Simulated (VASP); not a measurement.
# MoSe2 (P6_3/mmc) in VASP: vibrations by perturbation theory with PBE

Aim: the vibrations by perturbation theory of MoSe2 with PBE.

Program: VASP 6.6.1. These are calculated values, not measurements. Logs are shortened: lines on timing, memory, paths and dates and some standing lists are left out, and cuts for length are marked.

### 1 The cell of the first run

Symmetry: P6_3/mmc, No. 194, hexagonal system. The conventional cell has a = 3.321 Å, b = 3.321 Å, c = 15.144 Å, α = 90.00°, β = 90.00°, γ = 120.00°. Within 3.4 Å of Mo (site symmetry -6m2) lie 6 Se at 2.54 Å and 6 Mo at 3.32 Å. Within 3.4 Å of Se (site symmetry 3m) lie 3 Mo at 2.54 Å and 7 Se at 3.32 to 3.34 Å.

### 2 Vibrations by perturbation theory, PBE

INCAR

```
SYSTEM = MoSe2
ALGO = Normal ; EDIFF = 1E-8
ENCUT = 500 ; GGA = PE
GGA_COMPAT = .FALSE. ; IBRION = 8
ISIF = 2 ; ISMEAR = 0
KPAR = 4 ; LASPH = .TRUE.
LCHARG = .TRUE. ; LEPSILON = .TRUE.
LREAL = .FALSE. ; LWAVE = .FALSE.
NBANDS = 35 ; NELM = 120
NSW = 1 ; PREC = Accurate
SIGMA = 0.01
```

KPOINTS

```
k-points
0
G
  12 12 2
  0 0 0
```

POSCAR

```
MoSe2
1.0
    3.3206211667      0.0000000000      0.0000000000
   -1.6603105834      2.8757422867      0.0000000000
    0.0000000000      0.0000000000     15.1435651311
Mo Se
2 4
Direct
    0.3333333333      0.6666666667      0.2500000000
    0.6666666667      0.3333333333      0.7500000000
    0.3333333333      0.6666666667      0.6397996841
    0.6666666667      0.3333333333      0.1397996841
    0.3333333333      0.6666666667      0.8602003159
    0.6666666667      0.3333333333      0.3602003159
```

Potentials or basis: VASP PAW PBE potentials, release 64 (Mo_sv, Se).

Started as:

```bash
cat potpaw_PBE.64/Mo_sv/POTCAR potpaw_PBE.64/Se/POTCAR > POTCAR
mpirun -np 4 vasp_std > vasp.out
```

OUTCAR:

```text
SYSTEM = MoSe2
   EDIFF = 1E-8
   ENCUT = 500
   GGA = PE
   IBRION = 8
   ISIF = 2
   ISMEAR = 0
   LASPH = .TRUE.
   LEPSILON = .TRUE.
   LREAL = .FALSE.
   NELM = 120
   NSW = 1
   PREC = Accurate

 ion  position               nearest neighbor table
   1  0.333  0.667  0.250-   4 2.54   6 2.54   4 2.54   6 2.54   4 2.54   6 2.54
   2  0.667  0.333  0.750-   3 2.54   5 2.54   3 2.54   5 2.54   3 2.54   5 2.54
   3  0.333  0.667  0.640-   2 2.54   2 2.54   2 2.54
   4  0.667  0.333  0.140-   1 2.54   1 2.54   1 2.54
   5  0.333  0.667  0.860-   2 2.54   2 2.54   2 2.54
   6  0.667  0.333  0.360-   1 2.54   1 2.54   1 2.54

  LATTYP: Found a hexagonal cell.
 ALAT       =     3.3206211667
 C/A-ratio  =     4.5604615434

  Lattice vectors:

 A1 = (   3.3206211667,   0.0000000000,   0.0000000000)
 A2 = (  -1.6603105834,   2.8757422867,   0.0000000000)
 A3 = (   0.0000000000,   0.0000000000,  15.1435651311)

Analysis of symmetry for initial positions (statically):
=====================================================================
 Subroutine PRICEL returns:
 Original cell was already a primitive cell.

 Routine SETGRP: Setting up the symmetry group for a
 hexagonal supercell.

 Subroutine GETGRP returns: Found 24 space group operations
 (whereof 12 operations were pure point group operations)
 out of a pool of 24 trial point group operations.

The static configuration has the point symmetry D_3d.
 The point group associated with its full space group is D_6h.

Analysis of symmetry for dynamics (positions and initial velocities):
=====================================================================
 Subroutine PRICEL returns:
 Original cell was already a primitive cell.

 Routine SETGRP: Setting up the symmetry group for a
 hexagonal supercell.

 Subroutine GETGRP returns: Found 24 space group operations
 (whereof 12 operations were pure point group operations)
 out of a pool of 24 trial point group operations.

The dynamic configuration has the point symmetry D_3d.
 The point group associated with its full space group is D_6h.

 Subroutine INISYM returns: Found 24 space group operations
 (whereof 12 operations are pure point group operations),
 and found     1 'primitive' translations

----------------------------------------------------------------------------------------

                                     Primitive cell

  volume of cell :     144.6097

[... 1164 lines left out ...]
  x     0.00000     0.00000     0.00000     0.00000     0.00000     0.00000
  y     0.00000     0.00000     0.00000     0.00000     0.00000     0.00000
  z     0.00000     0.00000     0.00000     0.00000     0.00000     0.00000

 PIEZOELECTRIC TENSOR (including local field effects)  for field in x, y, z        (C/m^2)
          XX          YY          ZZ          XY          YZ          ZX
  --------------------------------------------------------------------------------
  x     0.00000     0.00000     0.00000     0.00000     0.00000     0.00000
  y     0.00000     0.00000     0.00000     0.00000     0.00000     0.00000
  z     0.00000     0.00000     0.00000     0.00000     0.00000     0.00000

 BORN EFFECTIVE CHARGES (including local field effects) (in |e|, cummulative output)
 ---------------------------------------------------------------------------------
 ion    1
    1    -1.75765     0.00000     0.00000
    2     0.00000    -1.75765    -0.00000
    3     0.00000    -0.00000    -0.42818
 ion    2
    1    -1.75765     0.00000    -0.00000
    2     0.00000    -1.75765    -0.00000
    3    -0.00000    -0.00000    -0.42818
 ion    3
    1     0.87882    -0.00000     0.00000
    2    -0.00000     0.87882     0.00000
    3     0.00000     0.00000     0.21409
 ion    4
    1     0.87882    -0.00000     0.00000
    2    -0.00000     0.87882    -0.00000
    3    -0.00000     0.00000     0.21409
 ion    5
    1     0.87882    -0.00000     0.00000
    2    -0.00000     0.87882    -0.00000
    3    -0.00000     0.00000     0.21409
 ion    6
    1     0.87882    -0.00000     0.00000
    2    -0.00000     0.87882     0.00000
    3     0.00000     0.00000     0.21409

 INTERNAL STRAIN TENSOR FOR ION    6 for displacements in x,y,z  (eV/Angst):
          X           Y           Z          XY          YZ          ZX
  --------------------------------------------------------------------------------
  x    -0.00000     0.00000     0.00000     3.06990     0.00000   -11.99167
  y     3.06990    -3.06990     0.00000     0.00000   -13.04424     0.00000
  z    -9.30382    -9.30382   -26.79328     0.00000     0.00000    -0.00000

 SECOND DERIVATIVES (NOT SYMMETRIZED)
 ------------------------------------
               1X          1Y          1Z          2X          2Y          2Z          3X          3Y          3Z          4X          4Y          4Z          5X          5Y          5Z          6X          6Y          6Z
  1X   -16.902160    0.000000    0.000000    0.009622   -0.000000    0.000000    0.002800   -0.000000   -0.000000    8.443469   -0.000000    0.000000    0.002800   -0.000000    0.000000    8.443469   -0.000000    0.000000
  1Y     0.000000  -16.902160    0.000000   -0.000000    0.009622    0.000000   -0.000000    0.002800    0.000000   -0.000000    8.443469   -0.000000   -0.000000    0.002800   -0.000000   -0.000000    8.443469    0.000000
  1Z     0.000000    0.000000  -25.930402   -0.000000   -0.000000    0.059026    0.000000    0.000000   -0.035182   -0.000000    0.000000   12.970870   -0.000000   -0.000000   -0.035182    0.000000    0.000000   12.970870
  2X     0.009622   -0.000000    0.000000  -16.902160    0.000000    0.000000    8.443469   -0.000000    0.000000    0.002800   -0.000000    0.000000    8.443469   -0.000000    0.000000    0.002800   -0.000000   -0.000000
  2Y    -0.000000    0.009622    0.000000    0.000000  -16.902160    0.000000   -0.000000    8.443469    0.000000   -0.000000    0.002800   -0.000000   -0.000000    8.443469   -0.000000   -0.000000    0.002800    0.000000
  2Z    -0.000000   -0.000000    0.059026    0.000000    0.000000  -25.930402    0.000000    0.000000   12.970870   -0.000000   -0.000000   -0.035182   -0.000000    0.000000   12.970870    0.000000    0.000000   -0.035182
  3X     0.000174   -0.000000    0.000000    8.437633   -0.000000    0.000000   -8.053107    0.000000   -0.000000   -0.000146    0.000000   -0.000000   -0.388557    0.000000    0.000000    0.004002   -0.000000    0.000000
  3Y    -0.000000    0.000174    0.000000   -0.000000    8.437633    0.000000    0.000000   -8.053107    0.000000    0.000000   -0.000146    0.000000    0.000000   -0.388557    0.000000   -0.000000    0.004002    0.000000
  3Z     0.000000   -0.000000   -0.020591    0.000000   -0.000000   12.958575    0.000000    0.000000  -14.586202   -0.000000    0.000000    0.065696   -0.000000    0.000000    1.608920    0.000000    0.000000   -0.026398
  4X     8.437633   -0.000000   -0.000000    0.000174   -0.000000    0.000000   -0.000146    0.000000    0.000000   -8.053107    0.000000    0.000000    0.004002   -0.000000   -0.000000   -0.388557    0.000000   -0.000000
  4Y    -0.000000    8.437633    0.000000   -0.000000    0.000174    0.000000    0.000000   -0.000146    0.000000    0.000000   -8.053107    0.000000   -0.000000    0.004002   -0.000000    0.000000   -0.388557   -0.000000
  4Z    -0.000000    0.000000   12.958575   -0.000000    0.000000   -0.020591    0.000000    0.000000    0.065696    0.000000    0.000000  -14.586202    0.000000    0.000000   -0.026398    0.000000    0.000000    1.608920
  5X     0.000174   -0.000000    0.000000    8.437633   -0.000000   -0.000000   -0.388557    0.000000   -0.000000    0.004002   -0.000000   -0.000000   -8.053107    0.000000    0.000000   -0.000146    0.000000    0.000000
  5Y    -0.000000    0.000174    0.000000   -0.000000    8.437633    0.000000    0.000000   -0.388557   -0.000000   -0.000000    0.004002   -0.000000    0.000000   -8.053107    0.000000    0.000000   -0.000146    0.000000
  5Z    -0.000000    0.000000   -0.020591   -0.000000    0.000000   12.958575    0.000000    0.000000    1.608920    0.000000    0.000000   -0.026398    0.000000    0.000000  -14.586202    0.000000    0.000000    0.065696
  6X     8.437633   -0.000000    0.000000    0.000174   -0.000000    0.000000    0.004002   -0.000000    0.000000   -0.388557    0.000000    0.000000   -0.000146    0.000000   -0.000000   -8.053107    0.000000   -0.000000
  6Y    -0.000000    8.437633    0.000000   -0.000000    0.000174    0.000000   -0.000000    0.004002    0.000000    0.000000   -0.388557    0.000000    0.000000   -0.000146    0.000000    0.000000   -8.053107    0.000000
  6Z     0.000000   -0.000000   12.958575    0.000000   -0.000000   -0.020591    0.000000    0.000000   -0.026398   -0.000000    0.000000    1.608920   -0.000000    0.000000    0.065696    0.000000    0.000000  -14.586202

 Eigenvectors and eigenvalues of the dynamical matrix
 ----------------------------------------------------

   1 f  =   10.317238 THz    64.825121 2PiTHz  344.146029 cm-1    42.668650 meV
             X         Y         Z           dx          dy          dz
     -0.000000  1.917162  3.785891     0.000000    0.000000   -0.557582
      1.660311  0.958581 11.357674     0.000000   -0.000000    0.557582
     -0.000000  1.917162  9.688848    -0.000000    0.000000   -0.307492
      1.660311  0.958581  2.117066    -0.000000   -0.000000    0.307492
     -0.000000  1.917162 13.026500    -0.000000    0.000000   -0.307492
      1.660311  0.958581  5.454717    -0.000000   -0.000000    0.307492
[... 145 lines left out ...]
  18 f/i=    0.002020 THz     0.012695 2PiTHz    0.067395 cm-1     0.008356 meV
             X         Y         Z           dx          dy          dz
     -0.000000  1.917162  3.785891     0.139270    0.411641   -0.000000
      1.660311  0.958581 11.357674     0.139270    0.411641   -0.000000
     -0.000000  1.917162  9.688848     0.126409    0.373629   -0.000000
      1.660311  0.958581  2.117066     0.126409    0.373629   -0.000000
     -0.000000  1.917162 13.026500     0.126409    0.373629   -0.000000
      1.660311  0.958581  5.454717     0.126409    0.373629   -0.000000

--------------------------------------------------------------------------------------------------------

 MACROSCOPIC STATIC DIELECTRIC TENSOR IONIC CONTRIBUTION
 ------------------------------------------------------
           0.457839    -0.000000    -0.000000
          -0.000000     0.457839    -0.000000
          -0.000000    -0.000000     0.017734
 ------------------------------------------------------

 ELASTIC MODULI CONTR FROM IONIC RELAXATION (kBar)
 Direction    XX          YY          ZZ          XY          YZ          ZX
 --------------------------------------------------------------------------------
 XX        -334.1896   -142.2617   -686.0456      0.0000      0.0000     -0.0000
 YY        -142.2617   -334.1896   -686.0456      0.0000      0.0000      0.0000
 ZZ        -686.0456   -686.0456  -1975.6842      0.0000      0.0000     -0.0000
 XY           0.0000      0.0000      0.0000    -95.9640      0.0000      0.0000
 YZ          -0.0000      0.0000      0.0000     -0.0000   -983.3073      0.0000
 ZX          -0.0000      0.0000     -0.0000      0.0000      0.0000   -831.0185
 --------------------------------------------------------------------------------

 PIEZOELECTRIC TENSOR IONIC CONTR  for field in x, y, z        (C/m^2)
          XX          YY          ZZ          XY          YZ          ZX
  --------------------------------------------------------------------------------
  x    -0.00000     0.00000    -0.00000     0.00000     0.00000     0.00000
  y     0.00000    -0.00000     0.00000     0.00000     0.00000     0.00000
  z    -0.00000    -0.00000    -0.00000     0.00000     0.00000    -0.00000
```

Wall time 29 min (4 MPI ranks of Intel Xeon Platinum 8259CL at 2.50GHz (Skylake/Cascade Lake), shared host); peak memory 1.4 GiB.

Results:

```
Electronic dielectric tensor (diagonal)                 : 14.43, 14.43, 4.00
Born charges (mean of the diagonal)                     : Mo -1.31; Se +0.66 e
Highest phonon frequency at Γ, LO-TO splitting left out : 344 cm⁻¹
```

Phonon frequencies in cm⁻¹ (negative: imaginary):
```csv
q point,frequencies
"(0.000, 0.000, 0.000)",0 0 0 7 7 7 162 162 163 163 235 237 277 277 277 277 343 344
```

Electronic dielectric tensor:
```
14.43  0.00  0.00
 0.00 14.43  0.00
 0.00  0.00  4.00
```

Born effective charge tensors (e):
atom 1, Mo
```
-1.76  0.00  0.00
 0.00 -1.76  0.00
 0.00  0.00 -0.43
```
atom 2, Mo
```
-1.76  0.00  0.00
 0.00 -1.76  0.00
 0.00  0.00 -0.43
```
atom 3, Se
```
0.88 0.00 0.00
0.00 0.88 0.00
0.00 0.00 0.21
```
atom 4, Se
```
0.88 0.00 0.00
0.00 0.88 0.00
0.00 0.00 0.21
```
atom 5, Se
```
0.88 0.00 0.00
0.00 0.88 0.00
0.00 0.00 0.21
```
atom 6, Se
```
0.88 0.00 0.00
0.00 0.88 0.00
0.00 0.00 0.21
```
